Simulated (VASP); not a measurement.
# Ru8N in VASP: single point with PBE+D3(BJ)

Aim: the single point of Ru8N with PBE+D3(BJ).

Everything below comes from runs of VASP 6.6.1. Logs are shortened: lines on timing, memory, paths and dates and some standing lists are left out, and cuts for length are marked.

### 1 The cell of the first run

The cell holds a slab with vacuum, 18 atoms: a = 5.395 Å, b = 5.395 Å, c = 25.038 Å, α = 90.00°, β = 90.00°, γ = 120.00°.

### 2 Single point, PBE+D3(BJ)

Input file INCAR:

```
  PREC = Accurate
  ENCUT = 520
  EDIFF = 1E-6
  ISMEAR = 0
  SIGMA = 0.1
  LREAL = False
  LASPH = True
  NELM = 120
  ALGO = Normal
  ISIF = 2
  LWAVE = False
  LCHARG = False
  LDIPOL = True
  IDIPOL = 3
  DIPOL = 0.5 0.5 0.319
  GGA = PE
  IVDW = 12
  NBANDS = 132
  GGA_COMPAT = False
  NELMDL = -8
```

Input file KPOINTS:

```
regular mesh
0
Gamma
  6 6 1
```

Input file POSCAR:

```
Ru8N
1.0
    5.3951895594      0.0000000000      0.0000000000
   -2.6975947797      4.6723712167      0.0000000000
    0.0000000000      0.0000000000     25.0383144398
Ru N
16 2
Direct
    0.3333333333      0.1666666667      0.1597551628
    0.3333333333      0.6666666667      0.1597551628
    0.8333333333      0.1666666667      0.1597551628
    0.8333333333      0.6666666667      0.1597551628
    0.1666666667      0.3333333333      0.2449409688
    0.1666666667      0.8333333333      0.2449409688
    0.6666666667      0.3333333333      0.2449409688
    0.6666666667      0.8333333333      0.2449409688
    0.3333333333      0.1666666667      0.3299719610
    0.3333333333      0.6666666667      0.3299719610
    0.8333333333      0.1666666667      0.3299719610
    0.8333333333      0.6666666667      0.3299719610
    0.1666666667      0.3333333333      0.4128997766
    0.1666666667      0.8333333333      0.4128997766
    0.6666666667      0.3333333333      0.4128997766
    0.6666666667      0.8333333333      0.4128997766
    0.5000000000      0.5000000000      0.5566794232
    0.5000000000      0.5000000000      0.6006120930
```

Potentials or basis: VASP PAW PBE potentials, release 64 (Ru_pv, N).

Started as:

```bash
> cat potpaw_PBE.64/Ru_pv/POTCAR potpaw_PBE.64/N/POTCAR > POTCAR
> mpirun -np 1 vasp_std > vasp.out
```

OUTCAR:

```text
PREC = Accurate
   ENCUT = 520
   EDIFF = 1E-6
   ISMEAR = 0
   LREAL = False
   LASPH = True
   NELM = 120
   ISIF = 2
   GGA = PE
   IVDW = 12
   NELMDL = -8
 IVDW          = 12

 ion  position               nearest neighbor table
   1  0.333  0.167  0.160-   5 2.64   7 2.64   6 2.64   3 2.70   3 2.70   2 2.70   2 2.70   4 2.70
                             4 2.70
   2  0.333  0.667  0.160-   6 2.64   8 2.64   5 2.64   4 2.70   4 2.70   3 2.70   1 2.70   1 2.70
                             3 2.70
   3  0.833  0.167  0.160-   7 2.64   5 2.64   8 2.64   1 2.70   1 2.70   2 2.70   4 2.70   4 2.70
                             2 2.70
   4  0.833  0.667  0.160-   8 2.64   6 2.64   7 2.64   2 2.70   2 2.70   1 2.70   3 2.70   3 2.70
                             1 2.70
   5  0.167  0.333  0.245-   9 2.64  11 2.64  10 2.64   1 2.64   3 2.64   2 2.64   7 2.70   7 2.70
                             6 2.70   6 2.70   8 2.70   8 2.70
   6  0.167  0.833  0.245-  10 2.64  12 2.64   9 2.64   2 2.64   4 2.64   1 2.64   8 2.70   8 2.70
                             7 2.70   5 2.70   5 2.70   7 2.70
   7  0.667  0.333  0.245-  11 2.64   9 2.64  12 2.64   3 2.64   1 2.64   4 2.64   5 2.70   5 2.70
                             6 2.70   8 2.70   8 2.70   6 2.70
   8  0.667  0.833  0.245-  12 2.64  10 2.64  11 2.64   4 2.64   2 2.64   3 2.64   6 2.70   6 2.70
                             5 2.70   7 2.70   7 2.70   5 2.70
   9  0.333  0.167  0.330-  13 2.60  15 2.60  14 2.60   5 2.64   7 2.64   6 2.64  11 2.70  11 2.70
                            10 2.70  10 2.70  12 2.70  12 2.70
  10  0.333  0.667  0.330-  14 2.60  16 2.60  13 2.60   6 2.64   8 2.64   5 2.64  12 2.70  12 2.70
                            11 2.70   9 2.70   9 2.70  11 2.70
  11  0.833  0.167  0.330-  15 2.60  13 2.60  16 2.60   7 2.64   5 2.64   8 2.64   9 2.70   9 2.70
                            10 2.70  12 2.70  12 2.70  10 2.70
  12  0.833  0.667  0.330-  16 2.60  14 2.60  15 2.60   8 2.64   6 2.64   7 2.64  10 2.70  10 2.70
                             9 2.70  11 2.70  11 2.70   9 2.70
  13  0.167  0.333  0.413-   9 2.60  11 2.60  10 2.60  15 2.70  15 2.70  16 2.70  14 2.70  14 2.70
                            16 2.70
  14  0.167  0.833  0.413-  10 2.60  12 2.60   9 2.60  16 2.70  16 2.70  13 2.70  13 2.70  15 2.70
                            15 2.70
  15  0.667  0.333  0.413-  11 2.60   9 2.60  12 2.60  13 2.70  13 2.70  16 2.70  16 2.70  14 2.70
                            14 2.70
  16  0.667  0.833  0.413-  12 2.60  10 2.60  11 2.60  14 2.70  14 2.70  15 2.70  15 2.70  13 2.70
                            13 2.70
  17  0.500  0.500  0.557-  18 1.10
  18  0.500  0.500  0.601-  17 1.10

  LATTYP: Found a hexagonal cell.
 ALAT       =     5.3951895594
 C/A-ratio  =     4.6408590772

  Lattice vectors:

 A1 = (   5.3951895594,   0.0000000000,   0.0000000000)
 A2 = (  -2.6975947797,   4.6723712167,   0.0000000000)
 A3 = (   0.0000000000,   0.0000000000,  25.0383144398)

Analysis of symmetry for initial positions (statically):
=====================================================================
 Subroutine PRICEL returns:
 Original cell was already a primitive cell.

 Routine SETGRP: Setting up the symmetry group for a
 hexagonal supercell.

 Subroutine GETGRP returns: Found  6 space group operations
 (whereof  2 operations were pure point group operations)
 out of a pool of 24 trial point group operations.

The static configuration has the point symmetry C_1h.
 The point group associated with its full space group is C_3v.

Analysis of symmetry for dynamics (positions and initial velocities):
=====================================================================
 Subroutine PRICEL returns:
 Original cell was already a primitive cell.

 Routine SETGRP: Setting up the symmetry group for a
 hexagonal supercell.

 Subroutine GETGRP returns: Found  6 space group operations
 (whereof  2 operations were pure point group operations)
 out of a pool of 24 trial point group operations.

The dynamic configuration has the point symmetry C_1h.
 The point group associated with its full space group is C_3v.

 Subroutine INISYM returns: Found  6 space group operations
 (whereof  2 operations are pure point group operations),
 and found     1 'primitive' translations

----------------------------------------------------------------------------------------

                                     Primitive cell

  volume of cell :     631.1741

  direct lattice vectors                    reciprocal lattice vectors
     5.395189559  0.000000000  0.000000000     0.185350299  0.107012045  0.000000000
[... 61 lines left out ...]

  Length of vectors
     0.035670682  0.035670682  0.039938791

  Shift w.r.t. Gamma in fractional coordinates (k-lattice)
     0.000000000  0.000000000  0.000000000

 Subroutine IBZKPT returns following result:
 ===========================================

 Found      7 irreducible k-points:

 Following reciprocal coordinates:
            Coordinates               Weight
  0.000000  0.000000  0.000000      1.000000
  0.166667  0.000000  0.000000      6.000000
  0.333333  0.000000  0.000000      6.000000
  0.500000  0.000000  0.000000      3.000000
  0.166667  0.166667  0.000000      6.000000
  0.333333  0.166667  0.000000     12.000000
  0.333333  0.333333  0.000000      2.000000
   k-points           NKPTS =      7   k-points in BZ     NKDIM =      7   number of bands    NBANDS=    132
   number of dos      NEDOS =    301   number of ions     NIONS =     18
   total plane-waves  NPLWV = 307200
   dimension x,y,z NGX =    40 NGY =   40 NGZ =  192
   dimension x,y,z NGXF=    80 NGYF=   80 NGZF=  384
   ions per type =              16   2
   NGX,Y,Z   is equivalent  to a cutoff of  12.33, 12.33, 12.75 a.u.
   NGXF,Y,Z  is equivalent  to a cutoff of  24.65, 24.65, 25.50 a.u.
 SYSTEM =  unknown system
   PREC   = accura    normal or accurate (medium, high low for compatibility)
   ISTART =      0    job   : 0-new  1-cont  2-samecut
   ICHARG =      2    charge: 1-file 2-atom 10-const
   ISPIN  =      1    spin polarized calculation?
   LNONCOLLINEAR =      F non collinear calculations
   LSORBIT =      F    spin-orbit coupling
   LASPH  =      T    aspherical Exc in radial PAW
   ENCUT  =  520.0 eV  38.22 Ry    6.18 a.u.  10.03 10.03 46.55*2*pi/ulx,y,z
   NELM   =    120;   NELMIN=  2; NELMDL= -8     # of ELM steps
   EDIFF  = 0.1E-05   stopping-criterion for ELM
   LREAL  =      F    real-space projection
   EDIFFG = 0.1E-04   stopping-criterion for IOM
   NSW    =      0    number of steps for IOM
   IBRION =     -1    ionic relax: 0-MD 1-quasi-New 2-CG
   NFREE  =      0    steps in history (QN), initial steepest desc. (CG)
   ISIF   =      2    stress and relaxation
   ISYM   =      2    0-nonsym 1-usesym 2-fastsym
   POTIM  = 0.5000    time-step for ionic-motion
   TEBEG  =    0.0;   TEEND  =   0.0 temperature during run
   PSTRESS=    0.0 pullay stress
   NELECT =     234.0000    total number of electrons
   NUPDOWN=      -1.0000    fix difference up-down
   EMIN   =  10.00;   EMAX   =-10.00  energy-range for DOS
   EFERMI =   0.00;   METHOD = LEGACY
   ISMEAR =     0;   SIGMA  =   0.10  broadening in eV -4-tet -1-fermi 0-gaus
   EFERMI_NEDOS =   21; number of points for ismear=-14 and -15
   IALGO  =     38    algorithm
   IMIX   =      4    mixing-type and parameters
     AMIX     =   0.40;   BMIX     =  1.00
     AMIX_MAG =   1.60;   BMIX_MAG =  1.00
  volume/ion in A,a.u.               =      35.07       236.63
  Fermi-wavevector in a.u.,A,eV,Ry     =   1.176063  2.222436 18.818531  1.383123
  Thomas-Fermi vector in A             =   2.312433
   LORBIT       =      0    0 simple, 1 ext, 2 COOP (PROOUT), +10 PAW based schemes
   GGA     = PE    functional components
   LHFCALC =     F    Hartree Fock is set to
   AEXX    =    0.0000 exact exchange contribution
   IVDW    =    12    specifies the selected vdW correction
   LEPSILON=     F    determine dielectric tensor
   LRPA    =     F    only Hartree local field effects (RPA)
 non-spin polarized calculation
 Gauss-broadening in eV      SIGMA  =   0.10
  energy-cutoff  :      520.00
  volume of cell :      631.17
 maximum number of plane-waves:     17040
   NGX = 21   NGY = 21   NGZ = 93

 dipolmoment           0.000000      0.000000      0.697877 electrons x Angstroem

 number of electron     234.0000049 magnetization

 dipolmoment           0.000000      0.000000     -0.018063 electrons x Angstroem

 Free energy of the ion-electron system (eV)
  ---------------------------------------------------
  ext. energy  EPLUGINS =         0.00000000
  ---------------------------------------------------
  free energy    TOTEN  =      -155.99649382 eV

  energy without entropy =     -155.90058367  energy(sigma->0) =     -155.94853875

 E-fermi :   1.4687     XC(G=0):  -6.1973

 val. band max:        1.4670361468   @ k =   0.5000   0.0000   0.0000
 cond. band min:       1.4922072516   @ k =   0.3333   0.0000   0.0000
 fundamental gap:      0.0251711048
 Fermi energy:         1.4686752142

 k-point     1 :       0.0000    0.0000    0.0000
  band No.  band energies     occupation
      1     -42.2278      2.00000
      2     -42.2278      2.00000
      3     -42.2260      2.00000
      4     -42.2022      2.00000
      5     -42.1549      2.00000
      6     -42.1545      2.00000
[... 913 lines left out ...]
    128       2.3022      0.00000
    129       2.3287      0.00000
 [bands above 129 left out]

------------------------ aborting loop because EDIFF is reached ----------------------------------------

 vacuum level on the upper side and lower side of the slab       (xc-potential included)        -0.277        -0.149

 Edisp (eV)   -7.51999

 E8    (eV) :    -3.5332

  FORCE on cell =-STRESS in cart. coord.  units (eV):
  Direction    XX          YY          ZZ          XY          YZ          ZX
  --------------------------------------------------------------------------------------
  -------------------------------------------------------------------------------------
  Total     -11.96005   -11.96005    -2.03876     0.00000     0.00000     0.00000
  in kB     -30.35948   -30.35948    -5.17520     0.00000     0.00000     0.00000
  external pressure =      -21.96 kB  Pullay stress =        0.00 kB

 VOLUME and BASIS-vectors are now :
 -----------------------------------------------------------------------------
  energy-cutoff  :      520.00
  volume of cell :      631.17
      direct lattice vectors                 reciprocal lattice vectors
     5.395189559  0.000000000  0.000000000     0.185350299  0.107012045  0.000000000
    -2.697594780  4.672371217  0.000000000     0.000000000  0.214024090  0.000000000
     0.000000000  0.000000000 25.038314440     0.000000000  0.000000000  0.039938791

 POSITION                                       TOTAL-FORCE (eV/Angst)
 -----------------------------------------------------------------------------------
      1.34880      0.77873      4.00000        -0.000000      0.003195      0.513033
     -0.00000      3.11491      4.00000         0.002767     -0.001598      0.513033
      4.04639      0.77873      4.00000        -0.000000     -0.000000      0.509361
      2.69759      3.11491      4.00000        -0.002767     -0.001598      0.513033
      0.00000      1.55746      6.13291        -0.000135     -0.000078     -0.521903
     -1.34880      3.89364      6.13291        -0.000000      0.000000     -0.527402
[... 10 lines left out ...]
      1.34880      2.33619     13.93831        -0.000000     -0.000000     -2.136915
      1.34880      2.33619     15.03831        -0.000000      0.000000      2.134501
 -----------------------------------------------------------------------------------
    total drift:                                0.000000     -0.000000     -0.000913

  FREE ENERGIE OF THE ION-ELECTRON SYSTEM (eV)
  ---------------------------------------------------
  free  energy   TOTEN  =      -163.5164837304 eV

  energy  without entropy=     -163.4205735729  energy(sigma->0) =     -163.46852865

 vacuum level on the upper side and lower side of the slab         6.239         6.372
```

Wall time 51 min (1 thread of Intel Xeon Platinum 8175M at 2.50GHz (Skylake/Cascade Lake), shared host); peak memory 0.87 GiB.

Results:

```yaml
Free_energy: -163.5165 eV
Largest_force: 2.137 eV/Å
Band_gap_on_the_k_mesh: zero (bands 117 and 118 overlap by 1.26 eV)
Dispersion_energy_per_atom: -0.418 eV
```

Forces on the atoms (eV/Å):
```
Ru   0.000  0.003  0.513
Ru   0.003 -0.002  0.513
Ru   0.000  0.000  0.509
Ru  -0.003 -0.002  0.513
Ru   0.000  0.000 -0.522
Ru   0.000  0.000 -0.527
Ru   0.000  0.000 -0.522
Ru   0.000  0.000 -0.522
Ru   0.000 -0.006 -0.034
Ru  -0.005  0.003 -0.034
Ru   0.000  0.000  0.051
Ru   0.005  0.003 -0.034
Ru  -0.017 -0.010  0.027
Ru   0.000  0.000  0.016
Ru   0.017 -0.010  0.027
Ru   0.000  0.020  0.027
N    0.000  0.000 -2.137
N    0.000  0.000  2.135
```

Levels at points of the mesh, in eV from the Fermi level:
```tsv
k point	band 114	band 115	band 116	band 117	band 118	band 119	band 120	band 121
(0.00, 0.00, 0.00)	0.19	0.20	1.00	1.00	1.08	1.08	1.08	1.19
(0.50, 0.00, 0.00)	-0.62	-0.61	-0.57	-0.57	-0.07	-0.07	0.00	0.03
```

Caveat: the standard files for N, O and F lose accuracy on very short bonds.

The gap in the log of VASP goes by the Fermi energy; the results here count the filled bands.